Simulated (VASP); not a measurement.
# TaB3Mo2 (P-3m1) in VASP: notebook

Runs on TaB3Mo2. Level: PBE. Tasks: single point, relaxation of cell and atoms.

Program: VASP 6.6.1. These are calculated values, not measurements. Logs are shortened: lines on timing, memory, paths and dates and some standing lists are left out, and cuts for length are marked.

### 1 The cell of the first run

The structure is trigonal, space group P-3m1 (No. 164). The conventional cell has a = 3.530 Å, b = 3.530 Å, c = 5.915 Å, α = 90.00°, β = 90.00°, γ = 120.00°. Within 3.6 Å of Ta (site symmetry -3m) lie 6 Mo at 2.70 Å and 8 B at 2.89 to 2.96 Å and 6 Ta at 3.53 Å. Within 2.9 Å of B (site symmetry 3m) lie 4 Mo at 2.06 to 2.10 Å and 6 B at 2.23 to 2.73 Å and 3 Ta at 2.89 Å. B (site symmetry -3m) has 6 B at 2.23 Å and 6 Mo at 2.36 Å and 2 Ta at 2.96 Å within 3.0 Å. Within 2.7 Å of Mo (site symmetry 3m) lie 7 B at 2.06 to 2.36 Å and 3 Ta at 2.70 Å.

The cell was generated, and may not be a known phase.

### 2 Single point, PBE

Input file INCAR:

```
SYSTEM = TaB3Mo2
PREC = Accurate
ENCUT = 520
EDIFF = 1E-7
ISMEAR = 0
SIGMA = 0.1
LREAL = .False.
LASPH = .True.
NELM = 60
ALGO = Normal
ISIF = 2
LWAVE = .False.
LCHARG = .False.
GGA = PE
NBANDS = 33
```

Input file KPOINTS:

```
Automatic mesh
0
Gamma
  6 6 4
  0 0 0
```

Input file POSCAR:

```
TaB3Mo2
1.0
    3.5304189600      0.0000000000      0.0000000000
   -1.7652094800      3.0574325100      0.0000000000
    0.0000000000      0.0000000000      5.9150089100
Ta B Mo
1 3 2
Direct
    0.0000000000      0.0000000000      0.0000000000
    0.6666666700      0.3333333300      0.3462188200
    0.3333333300      0.6666666700      0.6537811800
    0.0000000000      0.0000000000      0.5000000000
    0.6666666700      0.3333333300      0.7006975400
    0.3333333300      0.6666666700      0.2993024600
```

Potentials or basis: VASP PAW PBE potentials, release 64 (Ta_pv, B, Mo_sv).

Command:

```sh
$ cat potpaw_PBE.64/Ta_pv/POTCAR potpaw_PBE.64/B/POTCAR potpaw_PBE.64/Mo_sv/POTCAR > POTCAR
$ mpirun -np 1 vasp_std > vasp.out
```

OUTCAR:

```text
SYSTEM = TaB3Mo2
   PREC = Accurate
   ENCUT = 520
   EDIFF = 1E-7
   ISMEAR = 0
   LREAL = .False.
   LASPH = .True.
   NELM = 60
   ISIF = 2
   GGA = PE

 ion  position               nearest neighbor table
   1  0.000  0.000  0.000-   5 2.70   6 2.70   5 2.70   6 2.70   5 2.70   6 2.70   2 2.89   3 2.89
                             3 2.89   2 2.89   2 2.89   3 2.89
   2  0.667  0.333  0.346-   6 2.06   6 2.06   6 2.06   5 2.10   1 2.89   1 2.89   1 2.89
   3  0.333  0.667  0.654-   5 2.06   5 2.06   5 2.06   6 2.10   1 2.89   1 2.89   1 2.89
   4  0.000  0.000  0.500-   5 2.36   6 2.36   5 2.36   6 2.36   5 2.36   6 2.36
   5  0.667  0.333  0.701-   3 2.06   3 2.06   3 2.06   2 2.10   4 2.36   4 2.36   4 2.36   1 2.70
                             1 2.70   1 2.70   6 3.13   6 3.13   6 3.13
   6  0.333  0.667  0.299-   2 2.06   2 2.06   2 2.06   3 2.10   4 2.36   4 2.36   4 2.36   1 2.70
                             1 2.70   1 2.70   5 3.13   5 3.13   5 3.13

  LATTYP: Found a hexagonal cell.
 ALAT       =     3.5304189600
 C/A-ratio  =     1.6754410672

  Lattice vectors:

 A1 = (   3.5304189600,   0.0000000000,   0.0000000000)
 A2 = (  -1.7652094800,   3.0574325100,   0.0000000000)
 A3 = (   0.0000000000,   0.0000000000,   5.9150089100)

Analysis of symmetry for initial positions (statically):
=====================================================================
 Subroutine PRICEL returns:
 Original cell was already a primitive cell.

 Routine SETGRP: Setting up the symmetry group for a
 hexagonal supercell.

 Subroutine GETGRP returns: Found 12 space group operations
 (whereof 12 operations were pure point group operations)
 out of a pool of 24 trial point group operations.

The static configuration has the point symmetry D_3d.

Analysis of symmetry for dynamics (positions and initial velocities):
=====================================================================
 Subroutine PRICEL returns:
 Original cell was already a primitive cell.

 Routine SETGRP: Setting up the symmetry group for a
 hexagonal supercell.

 Subroutine GETGRP returns: Found 12 space group operations
 (whereof 12 operations were pure point group operations)
 out of a pool of 24 trial point group operations.

The dynamic configuration has the point symmetry D_3d.

 Subroutine INISYM returns: Found 12 space group operations
 (whereof 12 operations are pure point group operations),
 and found     1 'primitive' translations

[... 105 lines left out ...]
   IBRION =     -1    ionic relax: 0-MD 1-quasi-New 2-CG
   NFREE  =      0    steps in history (QN), initial steepest desc. (CG)
   ISIF   =      2    stress and relaxation
   ISYM   =      2    0-nonsym 1-usesym 2-fastsym
   POTIM  = 0.5000    time-step for ionic-motion
   TEBEG  =    0.0;   TEEND  =   0.0 temperature during run
   PSTRESS=    0.0 pullay stress
   NELECT =      48.0000    total number of electrons
   NUPDOWN=      -1.0000    fix difference up-down
   EMIN   =  10.00;   EMAX   =-10.00  energy-range for DOS
   EFERMI =   0.00;   METHOD = LEGACY
   ISMEAR =     0;   SIGMA  =   0.10  broadening in eV -4-tet -1-fermi 0-gaus
   EFERMI_NEDOS =   21; number of points for ismear=-14 and -15
   IALGO  =     38    algorithm
   IMIX   =      4    mixing-type and parameters
     AMIX     =   0.40;   BMIX     =  1.00
     AMIX_MAG =   1.60;   BMIX_MAG =  1.00
  volume/ion in A,a.u.               =      10.64        71.81
  Fermi-wavevector in a.u.,A,eV,Ry     =   1.488592  2.813031 30.149241  2.215907
  Thomas-Fermi vector in A             =   2.601607
   LORBIT       =      0    0 simple, 1 ext, 2 COOP (PROOUT), +10 PAW based schemes
   GGA     = PE    functional components
   LHFCALC =     F    Hartree Fock is set to
   AEXX    =    0.0000 exact exchange contribution
   IVDW    =     0    specifies the selected vdW correction
   LEPSILON=     F    determine dielectric tensor
   LRPA    =     F    only Hartree local field effects (RPA)
 non-spin polarized calculation
 Gauss-broadening in eV      SIGMA  =   0.10
  energy-cutoff  :      520.00
  volume of cell :       63.85
 maximum number of plane-waves:      1761
 NGX is ok and might be reduce to    28
   NGX = 13   NGY = 13   NGZ = 21

 number of electron      48.0000002 magnetization

 Free energy of the ion-electron system (eV)
  ---------------------------------------------------
  ext. energy  EPLUGINS =         0.00000000
  ---------------------------------------------------
  free energy    TOTEN  =       -47.99201751 eV

  energy without entropy =      -47.97509749  energy(sigma->0) =      -47.98355750

 E-fermi :  10.7270     XC(G=0): -13.2318

 val. band max:       10.7117881764   @ k =   0.1667   0.1667   0.2500
 cond. band min:      10.7536394012   @ k =   0.0000   0.3333   0.2500
 fundamental gap:      0.0418512248
 Fermi energy:        10.7270365914

 k-point     1 :       0.0000    0.0000    0.0000
  band No.  band energies     occupation
      1     -49.7437      2.00000
      2     -49.6998      2.00000
      3     -24.4920      2.00000
      4     -24.2502      2.00000
      5     -24.1886      2.00000
      6     -24.1886      2.00000
[... 853 lines left out ...]
     32      14.7370      0.00000
     33      17.3467      0.00000

------------------------ aborting loop because EDIFF is reached ----------------------------------------

  FORCE on cell =-STRESS in cart. coord.  units (eV):
  Direction    XX          YY          ZZ          XY          YZ          ZX
  --------------------------------------------------------------------------------------
  -------------------------------------------------------------------------------------
  Total       16.7386546     16.7386547     11.1824348      0.0000000     -0.0000000      0.0000000
  in kB      420.0418884    420.0418897    280.6134141      0.0000000     -0.0000000      0.0000000
  external PRESSURE =     373.5657307 kB  Pullay stress =       0.0000000 kB

 VOLUME and BASIS-vectors are now :
 -----------------------------------------------------------------------------
  energy-cutoff  :      520.00
  volume of cell :       63.85
      direct lattice vectors                 reciprocal lattice vectors
     3.530418960  0.000000000  0.000000000     0.283252501  0.163535907  0.000000000
    -1.765209480  3.057432510  0.000000000     0.000000000  0.327071815  0.000000000
     0.000000000  0.000000000  5.915008910     0.000000000  0.000000000  0.169061453

 POSITION                                       TOTAL-FORCE (eV/Angst)
 -----------------------------------------------------------------------------------
      0.00000      0.00000      0.00000        -0.000000      0.000000      0.000000
      1.76521      1.01914      2.04789         0.000000      0.000000     -2.628024
     -0.00000      2.03829      3.86712        -0.000000      0.000000      2.628024
      0.00000      0.00000      2.95750        -0.000000      0.000000      0.000000
      1.76521      1.01914      4.14463        -0.000000      0.000000     -0.872318
     -0.00000      2.03829      1.77038         0.000000     -0.000000      0.872318
 -----------------------------------------------------------------------------------
    total drift:                                0.000000      0.000000      0.000000

  FREE ENERGIE OF THE ION-ELECTRON SYSTEM (eV)
  ---------------------------------------------------
  free  energy   TOTEN  =       -47.9920175110 eV

  energy  without entropy=      -47.9750974875  energy(sigma->0) =      -47.98355750
```

OSZICAR:

```text
N       E                     dE             d eps       ncg     rms          rms(c)
DAV:   1     0.484111368987E+03    0.48411E+03   -0.27592E+04  1600   0.150E+03
DAV:   2    -0.330467822772E+02   -0.51716E+03   -0.49810E+03  1758   0.457E+02
DAV:   3    -0.526352673815E+02   -0.19588E+02   -0.18612E+02  2032   0.848E+01
DAV:   4    -0.529635794965E+02   -0.32831E+00   -0.32600E+00  1816   0.101E+01
DAV:   5    -0.529708408373E+02   -0.72613E-02   -0.72476E-02  2031   0.120E+00    0.490E+01
DAV:   6    -0.486545146358E+02    0.43163E+01   -0.27320E+01  1849   0.279E+01    0.167E+01
DAV:   7    -0.486011320631E+02    0.53383E-01   -0.90257E+00  1847   0.208E+01    0.791E+00
DAV:   8    -0.480197839260E+02    0.58135E+00   -0.22488E+00  1951   0.102E+01    0.579E+00
DAV:   9    -0.479939262630E+02    0.25858E-01   -0.14342E-01  1773   0.274E+00    0.107E+00
DAV:  10    -0.479924325200E+02    0.14937E-02   -0.30620E-02  1982   0.112E+00    0.481E-01
DAV:  11    -0.479919971535E+02    0.43537E-03   -0.22875E-03  1828   0.393E-01    0.153E-01
DAV:  12    -0.479920397419E+02   -0.42588E-04   -0.59078E-04  1957   0.146E-01    0.479E-02
DAV:  13    -0.479920185824E+02    0.21160E-04   -0.11629E-04  1849   0.789E-02    0.259E-02
DAV:  14    -0.479920177154E+02    0.86691E-06   -0.69635E-06  1821   0.244E-02    0.193E-03
DAV:  15    -0.479920176080E+02    0.10739E-06   -0.44336E-07  1683   0.442E-03    0.212E-03
DAV:  16    -0.479920175110E+02    0.97067E-07   -0.11085E-07   878   0.267E-03
   1 F= -.47992018E+02 E0= -.47983557E+02  d E =-.169200E-01
```

Wall time 26 s (1 thread of Intel Xeon 6975P-C (Granite Rapids), shared host); peak memory 0.21 GiB.

What came out:

| Property | Result |
| --- | --- |
| Free energy | -47.9920 eV |
| Pressure | 37.4 GPa |
| Largest force | 2.628 eV/Å |
| Band gap on the k mesh | zero (bands 24 and 25 overlap by 0.90 eV) |

Forces on the atoms (eV/Å):
```
Ta   0.000  0.000  0.000
B    0.000  0.000 -2.628
B    0.000  0.000  2.628
B    0.000  0.000  0.000
Mo   0.000  0.000 -0.872
Mo   0.000  0.000  0.872
```

Caveat: the stress differs along the axes, from 28 to 42 GPa; spin-orbit coupling is left out, which moves the levels of the heavy elements; forces of over 1 eV/Å act on the atoms, so gaps and moduli don't describe the material at rest.

### 3 Single point, PBE

This run uses another cell than the first one, of 11.42 Å³/atom.

Input file INCAR:

```
ALGO     = Normal         # electronic algorithm
EDIFF    = 1E-6           # SCF threshold, eV
ENCUT    = 520            # plane-wave cutoff, eV
GGA      = PE             # functional
ISIF     = 2              # what is computed and relaxed
ISMEAR   = 0              # smearing method
LASPH    = True           # aspherical terms in the spheres
LCHARG   = True           # write CHGCAR
LELF     = True           # ELF
LREAL    = False          # projectors in reciprocal space
LVHAR    = True         
LWAVE    = False          # write WAVECAR
NBANDS   = 33             # bands
NELM     = 100            # most SCF steps
PREC     = Accurate       # precision mode
SIGMA    = 0.1            # smearing width, eV
```

Input file KPOINTS:

```
k-points
0
Gamma
  6 6 4
```

Input file POSCAR:

```
TaB3Mo2
1.0
    3.1827834995      0.0000000000      0.0000000000
   -1.5913917498      2.7563713653      0.0000000000
    0.0000000000      0.0000000000      7.8095085077
Ta B Mo
1 3 2
Direct
    0.0000000000      0.0000000000      0.0000000000
    0.6666666667      0.3333333333      0.1725694063
    0.3333333333      0.6666666667      0.8274305937
    0.0000000000      0.0000000000      0.5000000000
    0.6666666667      0.3333333333      0.6643814481
    0.3333333333      0.6666666667      0.3356185519
```

Potentials or basis: VASP PAW PBE potentials, release 64 (Ta_pv, B, Mo_sv).

Command:

```sh
$ cat potpaw_PBE.64/Ta_pv/POTCAR potpaw_PBE.64/B/POTCAR potpaw_PBE.64/Mo_sv/POTCAR > POTCAR
$ mpirun -np 1 vasp_std > vasp.out
```

Wall time 19 s (1 thread of Intel Xeon 6975P-C (Granite Rapids), shared host); peak memory 0.21 GiB.

The run converged. Its results:

* Free energy: -56.0975 eV
* Pressure: 0.2 GPa
* Largest force: 0.039 eV/Å
* Band gap on the k mesh: zero (bands 24 and 25 overlap by 1.99 eV)

Forces in eV/Å, atoms in the order of the input:
```
Ta   0.000  0.000  0.000
B    0.000  0.000  0.039
B    0.000  0.000 -0.039
B    0.000  0.000  0.000
Mo   0.000  0.000 -0.007
Mo   0.000  0.000  0.007
```

Stress tensor (GPa, compression positive):
```
0.14 0.00 0.00
0.00 0.14 0.00
0.00 0.00 0.40
```

Levels at points of the mesh, in eV from the Fermi level:
```csv
k point,band 20,band 21,band 22,band 23,band 24,band 25,band 26,band 27,band 28,band 29
"(0.00, 0.00, 0.00)",-3.35,-1.61,-1.61,-1.52,-0.05,-0.05,0.20,0.20,1.73,1.73
"(0.50, 0.00, 0.00)",-3.67,-3.28,-3.16,0.57,0.57,0.61,1.13,1.19,1.36,1.88
"(0.00, 0.00, 0.50)",-2.45,-2.40,-1.60,-1.60,-1.12,-1.12,-0.32,-0.32,2.16,2.16
"(0.50, 0.00, 0.50)",-3.79,-3.63,-1.96,-1.44,0.16,0.24,1.12,1.46,1.70,2.51
```

Caveat: the k points lie up to 0.38 Å⁻¹ apart, too coarse for converged energies and pressures of a metal; spin-orbit coupling is left out, which moves the levels of the heavy elements.

### 4 Relaxation of cell and atoms, PBE

Input file INCAR:

```
  PREC = Accurate
  ENCUT = 600
  EDIFF = 1E-7
  ISMEAR = 0
  SIGMA = 0.1
  LREAL = F
  LASPH = T
  NELM = 100
  ALGO = Normal
  ISIF = 3
  LWAVE = F
  LCHARG = F
  GGA = PE
  IBRION = 2
  NSW = 90
  EDIFFG = -0.04
```

Input file KPOINTS:

```
Automatic mesh
0
Gamma
  6 6 4
```

Input file POSCAR:

```
TaB3Mo2
1.0
    3.5304189600      0.0000000000      0.0000000000
   -1.7652094800      3.0574325100      0.0000000000
    0.0000000000      0.0000000000      5.9150089100
Ta B Mo
1 3 2
Direct
    0.0000000000      0.0000000000      0.0000000000
    0.6666666700      0.3333333300      0.3462188200
    0.3333333300      0.6666666700      0.6537811800
    0.0000000000      0.0000000000      0.5000000000
    0.6666666700      0.3333333300      0.7006975400
    0.3333333300      0.6666666700      0.2993024600
```

Command:

```sh
$ cat potpaw_PBE.64/Ta_pv/POTCAR potpaw_PBE.64/B/POTCAR potpaw_PBE.64/Mo_sv/POTCAR > POTCAR
$ mpirun -np 1 vasp_std > vasp.out
```

Run time: 12 min. Hardware: 1 thread of Intel Xeon 6975P-C (Granite Rapids), shared host; peak memory 0.24 GiB.

Results (log left out):

```
Free energy                           : -56.0868 eV
Relaxed volume                        : 11.42 Å³/atom
Relaxed cell                          : a = 3.184 Å, b = 3.184 Å, c = 7.805 Å, α = 90.00°, β = 90.00°, γ = 120.00°
Space group after relaxing (to 0.1 Å) : P-3m1 (No. 164)
Energy gained by relaxing             : 1348.6 meV/atom
Ionic steps                           : 44
Pressure after relaxing               : 0.1 GPa
Largest force after relaxing          : 0.018 eV/Å
Band gap on the k mesh                : zero (bands 24 and 25 overlap by 1.99 eV)
```

Forces in eV/Å, atoms in the order of the input:
```
Ta   0.000  0.000  0.000
B    0.000  0.000  0.011
B    0.000  0.000 -0.011
B    0.000  0.000  0.000
Mo   0.000  0.000 -0.018
Mo   0.000  0.000  0.018
```

Stress tensor (GPa, compression positive):
```
0.07 0.00 0.00
0.00 0.07 0.00
0.00 0.00 0.18
```

Step by step:
| step | energy change (eV) | largest force (eV/Å) | pressure (GPa) | volume (Å³) |
| --- | --- | --- | --- | --- |
| 1 | 0.0000 | 2.6273 | 37.30 | 63.85 |
| 3 | -1.3018 | 2.1326 | -6.62 | 74.97 |
| 5 | -2.2978 | 2.5299 | -7.36 | 74.78 |
| 7 | -4.3448 | 2.4203 | -5.27 | 72.43 |
| 9 | -5.2122 | 1.0635 | 1.15 | 68.97 |
| 11 | -5.2828 | 0.7008 | -3.98 | 70.17 |
| 13 | -5.4398 | 0.5077 | 6.22 | 67.52 |
| 15 | -5.4599 | 0.3007 | 11.75 | 66.28 |
| 17 | -5.6008 | 0.2906 | 12.91 | 66.10 |
| 19 | -6.2902 | 2.6175 | 21.84 | 64.71 |
| 21 | -6.2604 | 3.7716 | 27.66 | 64.04 |
| 23 | -6.2302 | 4.3133 | 30.38 | 63.72 |
| 25 | -6.3734 | 4.6894 | 29.55 | 64.11 |
| 27 | -6.5485 | 5.0524 | 26.43 | 64.99 |
| 29 | -7.3662 | 3.1428 | 4.74 | 68.91 |
| 31 | -7.5410 | 1.9661 | -8.64 | 72.15 |
| 33 | -7.6052 | 1.9397 | -6.92 | 71.52 |
| 35 | -7.9663 | 1.0061 | 2.28 | 68.19 |
| 37 | -8.0430 | 0.5679 | 2.78 | 67.89 |
| 39 | -8.0820 | 0.3364 | -0.03 | 68.56 |
| 41 | -8.0906 | 0.0946 | -0.43 | 68.66 |
| 43 | -8.0912 | 0.0533 | 0.33 | 68.46 |
| 44 | -8.0915 | 0.0175 | 0.11 | 68.52 |

Final structure:
```cif
data_structure
_symmetry_space_group_name_H-M 'P 1'
_symmetry_Int_Tables_number 1
_cell_length_a 3.1838
_cell_length_b 3.1838
_cell_length_c 7.8050
_cell_angle_alpha 90.000
_cell_angle_beta 90.000
_cell_angle_gamma 120.000
_cell_volume 68.52
loop_
_atom_site_label
_atom_site_type_symbol
_atom_site_fract_x
_atom_site_fract_y
_atom_site_fract_z
_atom_site_occupancy
Ta1 Ta 0.00000 0.00000 0.00000 1
B1 B 0.66667 0.33333 0.17276 1
B2 B 0.33333 0.66667 0.82724 1
B3 B 0.00000 0.00000 0.50000 1
Mo1 Mo 0.66667 0.33333 0.66441 1
Mo2 Mo 0.33333 0.66667 0.33559 1
```

Levels at points of the mesh, in eV from the Fermi level:
```
           k point  band 22  band 23  band 24  band 25  band 26  band 27
(0.00, 0.00, 0.00)    -1.61    -1.51    -0.05    -0.05     0.20     0.20
(0.50, 0.00, 0.00)    -3.15     0.57     0.57     0.62     1.13     1.19
(0.00, 0.00, 0.50)    -1.59    -1.59    -1.12    -1.12    -0.33    -0.33
(0.50, 0.00, 0.50)    -1.97    -1.44     0.17     0.25     1.11     1.46
```

Caveat: a cell axis changed by over 15 % at a fixed basis, so the end point is rough; spin-orbit coupling is left out, which moves the levels of the heavy elements.

### 5 Summary

```csv
task,cell,cutoff (eV),gap on the mesh (eV),pressure (GPa),largest force (eV/Å)
single point,"a = 3.530, b = 3.530, c = 5.915 Å, angles 90.0, 90.0, 120.0°, 6 atoms, atomic positions A",520,none,37.4,2.63
single point,"a = 3.183, b = 3.183, c = 7.810 Å, angles 90.0, 90.0, 120.0°, 6 atoms, atomic positions B",520,none,0.2,0.04
relaxation of cell and atoms,"relaxed from a = 3.530, b = 3.530, c = 5.915 Å, angles 90.0, 90.0, 120.0°, 6 atoms, atomic positions A",600,none,0.1,0.02
```

Alike in all rows: level PBE; potentials or basis VASP PAW PBE potentials, release 64 (Ta_pv, B, Mo_sv); no spin polarisation; k mesh 6 × 6 × 4; smearing gaussian 0.1 eV.

Caveats: some runs use coarse meshes; spin-orbit coupling is left out, which moves the levels of the heavy elements; the stress differs along the axes, from 28 to 42 GPa (at least some runs); forces of over 1 eV/Å act on the atoms, so gaps and moduli don't describe the material at rest (at least some runs); a cell axis changed by over 15 % at a fixed basis, so the end point is rough (at least some runs).

Total energies depend on the potentials used, so only differences within one code and one set of settings carry meaning.

The gap in the log of VASP goes by the Fermi energy; the results here count the filled bands.